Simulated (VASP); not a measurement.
# SnSe in VASP: further runs, part 2 of 2

VASP 6.6.1. The steps go on from the part before.

## (3) Single point, PBE (epitaxial xy strain -4.0%)

Input file INCAR:

```
PREC = Accurate ; ENCUT = 500
EDIFF = 1E-6 ; ISMEAR = -1
SIGMA = 0.02 ; LREAL = F
LASPH = T ; NELM = 120
ALGO = Normal ; ISIF = 2
LWAVE = F ; LCHARG = F
GGA = PE ; NBANDS = 17
GGA_COMPAT = F
```

Input file KPOINTS:

```
regular mesh
0
Gamma
  8 8 8
```

Input file POSCAR:

```
SnSe
1.0
    0.0000000000      2.8820286276      3.0303281388
    2.8820286276      0.0000000000      3.0303281388
    2.8820286276      2.8820286276      0.0000000000
Sn Se
1 1
Direct
    0.0000000000      0.0000000000      0.0000000000
    0.5000000000      0.5000000000      0.5000000000
```

Potentials or basis: VASP PAW PBE potentials, release 64 (Sn_d, Se).

On the command line:

```console
$ cat potpaw_PBE.64/Sn_d/POTCAR potpaw_PBE.64/Se/POTCAR > POTCAR
$ mpirun -np 1 vasp_std > vasp.out
```

OUTCAR:

```text
PREC = Accurate
   ENCUT = 500
   EDIFF = 1E-6
   ISMEAR = -1
   LREAL = F
   LASPH = T
   NELM = 120
   ISIF = 2
   GGA = PE

 ion  position               nearest neighbor table
   1  0.000  0.000  0.000-   2 2.88   2 2.88   2 2.88   2 2.88   2 3.03   2 3.03
   2  0.500  0.500  0.500-   1 2.88   1 2.88   1 2.88   1 2.88   1 3.03   1 3.03

  LATTYP: Found a body centered tetragonal cell.
 ALAT       =     4.0758039723
 C/A-ratio  =     1.4869842413

  Lattice vectors:

 A1 = (  -2.8820286276,   0.0000000000,   3.0303281388)
 A2 = (   2.8820286276,   0.0000000000,   3.0303281388)
 A3 = (   0.0000000000,   2.8820286276,  -3.0303281388)

Analysis of symmetry for initial positions (statically):
=====================================================================
 Subroutine PRICEL returns:
 Original cell was already a primitive cell.

 Routine SETGRP: Setting up the symmetry group for a
 body centered tetragonal supercell.

 Subroutine GETGRP returns: Found 16 space group operations
 (whereof 16 operations were pure point group operations)
 out of a pool of 16 trial point group operations.

The static configuration has the point symmetry D_4h.

Analysis of symmetry for dynamics (positions and initial velocities):
=====================================================================
 Subroutine PRICEL returns:
 Original cell was already a primitive cell.

 Routine SETGRP: Setting up the symmetry group for a
 body centered tetragonal supercell.

 Subroutine GETGRP returns: Found 16 space group operations
 (whereof 16 operations were pure point group operations)
 out of a pool of 16 trial point group operations.

The dynamic configuration has the point symmetry D_4h.

 Subroutine INISYM returns: Found 16 space group operations
 (whereof 16 operations are pure point group operations),
[... 103 lines left out ...]
   ISYM   =      2    0-nonsym 1-usesym 2-fastsym
   POTIM  = 0.5000    time-step for ionic-motion
   TEBEG  =    0.0;   TEEND  =   0.0 temperature during run
   PSTRESS=    0.0 pullay stress
   NELECT =      20.0000    total number of electrons
   NUPDOWN=      -1.0000    fix difference up-down
   EMIN   =  10.00;   EMAX   =-10.00  energy-range for DOS
   EFERMI =   0.00;   METHOD = LEGACY
   ISMEAR =    -1;   SIGMA  =   0.02  broadening in eV -4-tet -1-fermi 0-gaus
   EFERMI_NEDOS =   21; number of points for ismear=-14 and -15
   IALGO  =     38    algorithm
   IMIX   =      4    mixing-type and parameters
     AMIX     =   0.40;   BMIX     =  1.00
     AMIX_MAG =   1.60;   BMIX_MAG =  1.00
  volume/ion in A,a.u.               =      25.17       169.86
  Fermi-wavevector in a.u.,A,eV,Ry     =   1.203500  2.274285 19.706844  1.448412
  Thomas-Fermi vector in A             =   2.339252
   LORBIT       =      0    0 simple, 1 ext, 2 COOP (PROOUT), +10 PAW based schemes
   GGA     = PE    functional components
   LHFCALC =     F    Hartree Fock is set to
   AEXX    =    0.0000 exact exchange contribution
   IVDW    =     0    specifies the selected vdW correction
   LEPSILON=     F    determine dielectric tensor
   LRPA    =     F    only Hartree local field effects (RPA)
 non-spin polarized calculation
  energy-cutoff  :      500.00
  volume of cell :       50.34
 maximum number of plane-waves:      1299
   NGX = 15   NGY = 15   NGZ = 15

 number of electron      20.0000006 magnetization

 Free energy of the ion-electron system (eV)
  ---------------------------------------------------
  ext. energy  EPLUGINS =         0.00000000
  ---------------------------------------------------
  free energy    TOTEN  =        -8.08977339 eV

  energy without entropy =       -8.08977339  energy(sigma->0) =       -8.08977339

 E-fermi :   6.8657     XC(G=0):  -9.9664

 val. band max:        6.5561684117   @ k =  -0.3750   0.1250   0.0000
 cond. band min:       7.1839656012   @ k =  -0.3750   0.0000   0.1250
 fundamental gap:      0.6277971896
 Fermi energy:         6.8656578181

 k-point     1 :       0.0000    0.0000    0.0000
  band No.  band energies     occupation
      1     -15.1012      2.00000
      2     -15.0910      2.00000
      3     -15.0910      2.00000
      4     -15.0791      2.00000
      5     -15.0789      2.00000
      6      -7.9430      2.00000
[... 457 lines left out ...]
      4     -15.0785      2.00000
      5     -15.0625      2.00000
      6      -7.0721      2.00000
[... 9 lines left out ...]
     16      15.9751      0.00000
     17      17.7585      0.00000

 [... further k-points ...]
[... 5 lines left out ...]
  --------------------------------------------------------------------------------------
  -------------------------------------------------------------------------------------
  Total        2.8217185      2.8217185      0.3438791      0.0000000      0.0000000      0.0000000
  in kB       89.8065531     89.8065531     10.9446059      0.0000000      0.0000000      0.0000000
  external PRESSURE =      63.5192374 kB  Pullay stress =       0.0000000 kB

 VOLUME and BASIS-vectors are now :
 -----------------------------------------------------------------------------
  energy-cutoff  :      500.00
  volume of cell :       50.34
      direct lattice vectors                 reciprocal lattice vectors
     0.000000000  2.882028628  3.030328139    -0.173488908  0.173488908  0.164998633
     2.882028628  0.000000000  3.030328139     0.173488908 -0.173488908  0.164998633
     2.882028628  2.882028628  0.000000000     0.173488908  0.173488908 -0.164998633

 POSITION                                       TOTAL-FORCE (eV/Angst)
 -----------------------------------------------------------------------------------
      0.00000      0.00000      0.00000        -0.000000     -0.000000      0.000000
      2.88203      2.88203      3.03033         0.000000      0.000000     -0.000000
 -----------------------------------------------------------------------------------
    total drift:                               -0.000000      0.000000      0.000000

  FREE ENERGIE OF THE ION-ELECTRON SYSTEM (eV)
  ---------------------------------------------------
  free  energy   TOTEN  =        -8.0897733912 eV

  energy  without entropy=       -8.0897733859  energy(sigma->0) =       -8.08977339
```

Wall time 75 s (1 thread of Intel Xeon 8259CL, shared host); peak memory 0.2 GiB.

What came out:

```
Free energy            : -8.0898 eV
Pressure               : 6.4 GPa
Band gap on the k mesh : 0.63 eV, indirect (least direct gap 0.70 eV)
```

Stress tensor (GPa, compression positive):
```
8.98 0.00 0.00
0.00 8.98 0.00
0.00 0.00 1.09
```

Levels at points of the mesh, in eV from the valence-band top:
```tsv
k point	band 6	band 7	band 8	band 9	band 10	band 11	band 12	band 13	band 14	band 15
(0.00, 0.00, 0.00)	-14.50	-4.81	-2.64	-2.64	-2.16	3.78	5.02	5.02	5.47	5.86
(0.50, 0.00, 0.00)	-13.38	-8.55	-2.28	-2.15	-0.14	0.90	1.05	1.30	8.41	10.11
(0.50, 0.50, 0.00)	-13.18	-6.03	-5.88	-4.00	-4.00	2.81	5.97	5.97	6.01	10.70
(0.50, 0.00, 0.50)	-12.94	-6.14	-6.13	-4.41	-3.83	2.65	5.04	6.35	6.69	10.42
```

Caveat: the cell differs from its parent crystal (epitaxial xy strain -4.0%); spin-orbit coupling is left out, which moves the levels of the heavy elements. A k mesh can miss the band edges.
